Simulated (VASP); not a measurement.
# KCl (P6_3/mmc) in VASP: notebook

The runs below take KCl through relaxation of cell and atoms, single point, with r2SCAN, PBE.

Everything below comes from runs of VASP 6.6.1. Logs are shortened: lines on timing, memory, paths and dates and some standing lists are left out, and cuts for length are marked.

**1. The cell of the first run**

It takes space group P6_3/mmc (No. 194, hexagonal). The conventional cell has a = 5.392 Å, b = 5.392 Å, c = 6.324 Å, α = 90.00°, β = 90.00°, γ = 120.00°. Within 4.1 Å of K (site symmetry -6m2) lie 5 Cl at 3.11 to 3.16 Å. Within 4.1 Å of Cl (site symmetry -6m2) lie 5 K at 3.11 to 3.16 Å.

**2. Relaxation of cell and atoms, r2SCAN**

POSCAR reads:

```
KCl
1.0
    5.3924625702      0.0000000000      0.0000000000
   -2.6962312851      4.6700095747      0.0000000000
    0.0000000000      0.0000000000      6.3240811739
K Cl
2 2
Direct
    0.3333333333      0.6666666667      0.2500000000
    0.6666666667      0.3333333333      0.7500000000
    0.6666666667      0.3333333333      0.2500000000
    0.3333333333      0.6666666667      0.7500000000
```

INCAR.step1 reads:

```
SYSTEM = KCl
PREC = Accurate
ENCUT = 600
ISMEAR = -1
SIGMA = 0.02
LREAL = .FALSE.
LASPH = .TRUE.
NELM = 60
GGA = PE
ALGO = Normal
EDIFF = 1E-4
LWAVE = .TRUE.
LCHARG = .FALSE.
```

INCAR.step2 reads:

```
SYSTEM = KCl
PREC = Accurate
ENCUT = 600
EDIFF = 1E-7
ISMEAR = -1
SIGMA = 0.02
LREAL = .FALSE.
LASPH = .TRUE.
NELM = 60
ALGO = Normal
ISIF = 3
LWAVE = .FALSE.
LCHARG = .FALSE.
METAGGA = R2SCAN
LMIXTAU = .TRUE.
IBRION = 2
NSW = 80
EDIFFG = -0.005
ISTART = 1
```

KPOINTS reads:

```
regular mesh
0
G
  6 6 4
  0 0 0
```

Potentials or basis: VASP PAW PBE potentials, release 64 (K_sv, Cl).

The run is started by

```
cat potpaw_PBE.64/K_sv/POTCAR potpaw_PBE.64/Cl/POTCAR > POTCAR
cp INCAR.step1 INCAR
mpirun -np 1 vasp_std > vasp.out
cp INCAR.step2 INCAR
mpirun -np 1 vasp_std > vasp.out
```

OUTCAR:

```text
SYSTEM = KCl
   PREC = Accurate
   ENCUT = 600
   EDIFF = 1E-7
   ISMEAR = -1
   LREAL = .FALSE.
   LASPH = .TRUE.
   NELM = 60
   ISIF = 3
   METAGGA = R2SCAN
   IBRION = 2
   NSW = 80
   EDIFFG = -0.005
   ISTART = 1

 ion  position               nearest neighbor table
   1  0.333  0.667  0.250-   3 3.11   3 3.11   3 3.11   4 3.16   4 3.16
   2  0.667  0.333  0.750-   4 3.11   4 3.11   4 3.11   3 3.16   3 3.16
   3  0.667  0.333  0.250-   1 3.11   1 3.11   1 3.11   2 3.16   2 3.16
   4  0.333  0.667  0.750-   2 3.11   2 3.11   2 3.11   1 3.16   1 3.16

  LATTYP: Found a hexagonal cell.
 ALAT       =     5.3924625702
 C/A-ratio  =     1.1727631099

  Lattice vectors:

 A1 = (   5.3924625702,   0.0000000000,   0.0000000000)
 A2 = (  -2.6962312851,   4.6700095747,   0.0000000000)
 A3 = (   0.0000000000,   0.0000000000,   6.3240811739)

Analysis of symmetry for initial positions (statically):
=====================================================================
 Subroutine PRICEL returns:
 Original cell was already a primitive cell.

 Routine SETGRP: Setting up the symmetry group for a
 hexagonal supercell.

 Subroutine GETGRP returns: Found 24 space group operations
 (whereof 12 operations were pure point group operations)
 out of a pool of 24 trial point group operations.

The static configuration has the point symmetry D_3d.
 The point group associated with its full space group is D_6h.

Analysis of symmetry for dynamics (positions and initial velocities):
=====================================================================
 Subroutine PRICEL returns:
 Original cell was already a primitive cell.

 Routine SETGRP: Setting up the symmetry group for a
 hexagonal supercell.

 Subroutine GETGRP returns: Found 24 space group operations
 (whereof 12 operations were pure point group operations)
 out of a pool of 24 trial point group operations.

The dynamic configuration has the point symmetry D_3d.
 The point group associated with its full space group is D_6h.

 Subroutine INISYM returns: Found 24 space group operations
 (whereof 12 operations are pure point group operations),
 and found     1 'primitive' translations

----------------------------------------------------------------------------------------

                                     Primitive cell

  volume of cell :     159.2584

  direct lattice vectors                    reciprocal lattice vectors
     5.392462570  0.000000000  0.000000000     0.185444032  0.107066162  0.000000000
    -2.696231285  4.670009575  0.000000000     0.000000000  0.214132323  0.000000000
     0.000000000  0.000000000  6.324081174     0.000000000  0.000000000  0.158125738

  length of vectors
     5.392462570  5.392462570  6.324081174     0.214132323  0.214132323  0.158125738

  position of ions in fractional coordinates (direct lattice)
     0.333333333  0.666666667  0.250000000
     0.666666667  0.333333333  0.750000000
     0.666666667  0.333333333  0.250000000
     0.333333333  0.666666667  0.750000000

  ion indices of the primitive-cell ions
   primitive index   ion index
                 1           1
                 2           2
                 3           3
                 4           4

----------------------------------------------------------------------------------------

 KPOINTS: regular mesh

Automatic generation of k-mesh.
 Grid dimensions read from file:
 generate k-points for:    6    6    4

 Generating k-lattice:

  Cartesian coordinates                     Fractional coordinates (reciprocal lattice)
     0.030907339  0.017844360  0.000000000     0.166666667  0.000000000  0.000000000
     0.000000000  0.035688721  0.000000000     0.000000000  0.166666667  0.000000000
     0.000000000  0.000000000  0.039531434     0.000000000  0.000000000  0.250000000

  Length of vectors
     0.035688721  0.035688721  0.039531434

  Shift w.r.t. Gamma in fractional coordinates (k-lattice)
     0.000000000  0.000000000  0.000000000

 Subroutine IBZKPT returns following result:
 ===========================================

 Found     21 irreducible k-points:

 Following reciprocal coordinates:
            Coordinates               Weight
  0.000000  0.000000  0.000000      1.000000
  0.166667 -0.000000  0.000000      6.000000
  0.333333 -0.000000  0.000000      6.000000
  0.500000 -0.000000  0.000000      3.000000
  0.166667  0.166667  0.000000      6.000000
  0.333333  0.166667  0.000000     12.000000
[... 13 lines left out ...]
  0.333333  0.166667  0.500000     12.000000
  0.333333  0.333333  0.500000      2.000000
   k-points           NKPTS =     21   k-points in BZ     NKDIM =     21   number of bands    NBANDS=     20
   number of dos      NEDOS =    301   number of ions     NIONS =      4
   total plane-waves  NPLWV = 124416
   dimension x,y,z NGX =    48 NGY =   48 NGZ =   54
   dimension x,y,z NGXF=    96 NGYF=   96 NGZF=  108
   ions per type =               2   2
   NGX,Y,Z   is equivalent  to a cutoff of  14.80, 14.80, 14.20 a.u.
   NGXF,Y,Z  is equivalent  to a cutoff of  29.60, 29.60, 28.39 a.u.
 SYSTEM =  KCl
   PREC   = accura    normal or accurate (medium, high low for compatibility)
   ISTART =      1    job   : 0-new  1-cont  2-samecut
   ICHARG =      0    charge: 1-file 2-atom 10-const
   ISPIN  =      1    spin polarized calculation?
   LNONCOLLINEAR =      F non collinear calculations
   LSORBIT =      F    spin-orbit coupling
   LASPH  =      T    aspherical Exc in radial PAW
   ENCUT  =  600.0 eV  44.10 Ry    6.64 a.u.  10.77 10.77 12.63*2*pi/ulx,y,z
   NELM   =     60;   NELMIN=  2; NELMDL=  0     # of ELM steps
   EDIFF  = 0.1E-06   stopping-criterion for ELM
   LREAL  =      F    real-space projection
   EDIFFG = -.5E-02   stopping-criterion for IOM
   NSW    =     80    number of steps for IOM
   IBRION =      2    ionic relax: 0-MD 1-quasi-New 2-CG
   NFREE  =      1    steps in history (QN), initial steepest desc. (CG)
   ISIF   =      3    stress and relaxation
   ISYM   =      2    0-nonsym 1-usesym 2-fastsym
   POTIM  = 0.5000    time-step for ionic-motion
   TEBEG  =    0.0;   TEEND  =   0.0 temperature during run
   PSTRESS=    0.0 pullay stress
   NELECT =      32.0000    total number of electrons
   NUPDOWN=      -1.0000    fix difference up-down
   EMIN   =  10.00;   EMAX   =-10.00  energy-range for DOS
   EFERMI =   0.00;   METHOD = LEGACY
   ISMEAR =    -1;   SIGMA  =   0.02  broadening in eV -4-tet -1-fermi 0-gaus
   EFERMI_NEDOS =   21; number of points for ismear=-14 and -15
   IALGO  =     38    algorithm
   IMIX   =      4    mixing-type and parameters
     AMIX     =   0.40;   BMIX     =  1.00
     AMIX_MAG =   1.60;   BMIX_MAG =  1.00
  volume/ion in A,a.u.               =      39.81       268.68
  Fermi-wavevector in a.u.,A,eV,Ry     =   0.958865  1.811992 12.509492  0.919422
  Thomas-Fermi vector in A             =   2.088010
   LORBIT       =      0    0 simple, 1 ext, 2 COOP (PROOUT), +10 PAW based schemes
   METAGGA = R2SCAN    functional components
   LHFCALC =     F    Hartree Fock is set to
   AEXX    =    0.0000 exact exchange contribution
   IVDW    =     0    specifies the selected vdW correction
   LEPSILON=     F    determine dielectric tensor
   LRPA    =     F    only Hartree local field effects (RPA)
 conjugate gradient relaxation of ions
 non-spin polarized calculation
  energy-cutoff  :      600.00
  volume of cell :      159.26
 maximum number of plane-waves:      5365
 NGX is ok and might be reduce to    48
   NGX = 21   NGY = 21   NGZ = 25

--------------------------------------- Ionic step        1  -------------------------------------------

 number of electron      31.9999995 magnetization

 Free energy of the ion-electron system (eV)
  ---------------------------------------------------
  ext. energy  EPLUGINS =         0.00000000
  ---------------------------------------------------
  free energy    TOTEN  =       -32.74196672 eV

  energy without entropy =      -32.74196672  energy(sigma->0) =      -32.74196672

------------------------ aborting loop because EDIFF is reached ----------------------------------------

  FORCE on cell =-STRESS in cart. coord.  units (eV):
  Direction    XX          YY          ZZ          XY          YZ          ZX
  --------------------------------------------------------------------------------------
  -------------------------------------------------------------------------------------
  Total       -0.3354664     -0.3354664     -0.5446690      0.0000000      0.0000000      0.0000000
  in kB       -3.3748716     -3.3748716     -5.4794996      0.0000000      0.0000000      0.0000000
  external PRESSURE =      -4.0764143 kB  Pullay stress =       0.0000000 kB

 VOLUME and BASIS-vectors are now :
 -----------------------------------------------------------------------------
  energy-cutoff  :      600.00
  volume of cell :      159.26
      direct lattice vectors                 reciprocal lattice vectors
     5.392462570  0.000000000  0.000000000     0.185444032  0.107066162  0.000000000
    -2.696231285  4.670009575  0.000000000     0.000000000  0.214132323  0.000000000
     0.000000000  0.000000000  6.324081174     0.000000000  0.000000000  0.158125738
[... 39 lines left out ...]
 POSITION                                       TOTAL-FORCE (eV/Angst)
 -----------------------------------------------------------------------------------
     -0.00000      3.10074      1.57063         0.000000     -0.000000     -0.000000
      2.68532      1.55037      4.71190        -0.000000      0.000000     -0.000000
      2.68532      1.55037      1.57063        -0.000000      0.000000     -0.000000
     -0.00000      3.10074      4.71190         0.000000     -0.000000      0.000000
 -----------------------------------------------------------------------------------
    total drift:                               -0.000000      0.000000     -0.000000

  FREE ENERGIE OF THE ION-ELECTRON SYSTEM (eV)
  ---------------------------------------------------
  free  energy   TOTEN  =       -32.7467460460 eV

  energy  without entropy=      -32.7467460460  energy(sigma->0) =      -32.74674605

--------------------------------------- Ionic step        3  -------------------------------------------

 number of electron      31.9999997 magnetization

 Free energy of the ion-electron system (eV)
  ---------------------------------------------------
  ext. energy  EPLUGINS =         0.00000000
  ---------------------------------------------------
  free energy    TOTEN  =       -32.74833413 eV

  energy without entropy =      -32.74833413  energy(sigma->0) =      -32.74833413

 E-fermi :  -2.5621     XC(G=0):  -6.8158

 val. band max:       -3.0470827763   @ k =   0.0000   0.0000   0.0000
 cond. band min:       2.3025480706   @ k =   0.0000   0.0000   0.0000
 fundamental gap:      5.3496308469
 Fermi energy:        -2.5620881031

 k-point     1 :       0.0000    0.0000    0.0000
  band No.  band energies     occupation
      1     -31.4803      2.00000
      2     -31.4683      2.00000
      3     -15.6576      2.00000
      4     -15.5718      2.00000
      5     -14.2802      2.00000
      6     -14.2475      2.00000
[... 12 lines left out ...]
     19       5.8184      0.00000
     20       5.8184      0.00000
[... 480 lines left out ...]
 POSITION                                       TOTAL-FORCE (eV/Angst)
 -----------------------------------------------------------------------------------
     -0.00000      3.08905      1.56099        -0.000000     -0.000000      0.000000
      2.67519      1.54452      4.68298         0.000000      0.000000     -0.000000
      2.67519      1.54452      1.56099        -0.000000      0.000000     -0.000000
     -0.00000      3.08905      4.68298         0.000000     -0.000000      0.000000
 -----------------------------------------------------------------------------------
    total drift:                               -0.000000      0.000000     -0.000000

  FREE ENERGIE OF THE ION-ELECTRON SYSTEM (eV)
  ---------------------------------------------------
  free  energy   TOTEN  =       -32.7483341293 eV

  energy  without entropy=      -32.7483341293  energy(sigma->0) =      -32.74833413

 reached required accuracy - stopping structural energy minimisation
```

Run time: 8.3 min. Hardware: 1 thread of Intel Xeon 6975P-C (Granite Rapids), shared host; peak memory 0.42 GiB.

What came out:

- Free energy: -32.7483 eV
- Relaxed volume: 38.70 Å³/atom
- Relaxed cell: a = 5.350 Å, b = 5.350 Å, c = 6.244 Å, α = 90.00°, β = 90.00°, γ = 120.00°
- Space group after relaxing (to 0.1 Å): P6_3/mmc (No. 194)
- Energy gained by relaxing: 1.6 meV/atom
- Ionic steps: 3
- Pressure after relaxing: 0.0 GPa
- Band gap on the k mesh: 5.35 eV

Step by step:
```csv
step,energy change (eV),largest force (eV/Å),pressure (GPa),volume (Å³)
1,0.0000,0.0000,-0.41,159.26
2,-0.0048,0.0000,-0.21,156.93
3,-0.0064,0.0000,-0.01,154.80
```

Final structure:
```cif
data_structure
_symmetry_space_group_name_H-M 'P 1'
_symmetry_Int_Tables_number 1
_cell_length_a 5.3504
_cell_length_b 5.3504
_cell_length_c 6.2440
_cell_angle_alpha 90.000
_cell_angle_beta 90.000
_cell_angle_gamma 120.000
_cell_volume 154.80
loop_
_atom_site_label
_atom_site_type_symbol
_atom_site_fract_x
_atom_site_fract_y
_atom_site_fract_z
_atom_site_occupancy
K1 K 0.33333 0.66667 0.25000 1
K2 K 0.66667 0.33333 0.75000 1
Cl1 Cl 0.66667 0.33333 0.25000 1
Cl2 Cl 0.33333 0.66667 0.75000 1
```

Levels at points of the mesh, in eV from the valence-band top:
```tsv
k point	band 13	band 14	band 15	band 16	band 17	band 18	band 19	band 20
(0.00, 0.00, 0.00)	-0.43	-0.28	-0.28	0.00	5.35	8.83	8.87	8.87
(0.50, 0.00, 0.00)	-0.40	-0.38	-0.20	-0.14	6.93	7.85	8.08	8.18
(0.00, 0.00, 0.50)	-0.37	-0.37	-0.37	-0.37	6.63	6.63	10.15	10.15
(0.50, 0.00, 0.50)	-0.30	-0.30	-0.27	-0.27	7.38	7.38	9.38	9.38
```

Caveat: the PAW data sets were made with another functional, which shifts forces and pressure a little. A k mesh can miss the band edges.

**3. Single point, PBE**

This run uses another cell than the first one, of 38.57 Å³/atom.

INCAR reads:

```
SYSTEM = KCl
  PREC = Accurate
  ENCUT = 520
  EDIFF = 1E-7
  ISMEAR = 0
  SIGMA = 0.01
  LREAL = .FALSE.
  LASPH = .TRUE.
  NELM = 80
  ALGO = Normal
  ISIF = 2
  LWAVE = .FALSE.
  LCHARG = .TRUE.
  GGA = PE
  LELF = .TRUE.
  LVHAR = .TRUE.
  NBANDS = 24
```

KPOINTS reads:

```
regular mesh
0
G
  6 6 2
  0 0 0
```

POSCAR reads:

```
KCl
1.0
    5.3436722045      0.0000000000      0.0000000000
   -2.6718361022      4.6277558786      0.0000000000
    0.0000000000      0.0000000000      6.2390532212
K Cl
2 2
Direct
    0.3333333333      0.6666666667      0.2500000000
    0.6666666667      0.3333333333      0.7500000000
    0.6666666667      0.3333333333      0.2500000000
    0.3333333333      0.6666666667      0.7500000000
```

Potentials or basis: VASP PAW PBE potentials, release 64 (K_sv, Cl).

The run is started by

```
cat potpaw_PBE.64/K_sv/POTCAR potpaw_PBE.64/Cl/POTCAR > POTCAR
mpirun -np 1 vasp_std > vasp.out
```

Run time: 1.9 min. Hardware: 1 thread of Intel Xeon 8259CL, shared host; peak memory 0.26 GiB.

It converged, with:

```
Free energy            : -13.4416 eV
Pressure               : 0.5 GPa
Band gap on the k mesh : 4.77 eV
```

Stress tensor (GPa, compression positive):
```
0.40 0.00 0.00
0.00 0.40 0.00
0.00 0.00 0.68
```

Levels at points of the mesh, in eV from the valence-band top:
```csv
k point,band 13,band 14,band 15,band 16,band 17,band 18,band 19,band 20
"(0.00, 0.00, 0.00)",-0.43,-0.28,-0.28,0.00,4.77,8.04,8.19,8.19
"(0.50, 0.00, 0.00)",-0.42,-0.38,-0.21,-0.14,6.47,7.29,7.31,7.55
"(0.00, 0.00, 0.50)",-0.37,-0.37,-0.37,-0.37,6.04,6.04,9.43,9.43
"(0.50, 0.00, 0.50)",-0.30,-0.30,-0.28,-0.28,6.89,6.89,8.60,8.60
```

Caveat: the k points lie up to 0.50 Å⁻¹ apart. A k mesh can miss the band edges.
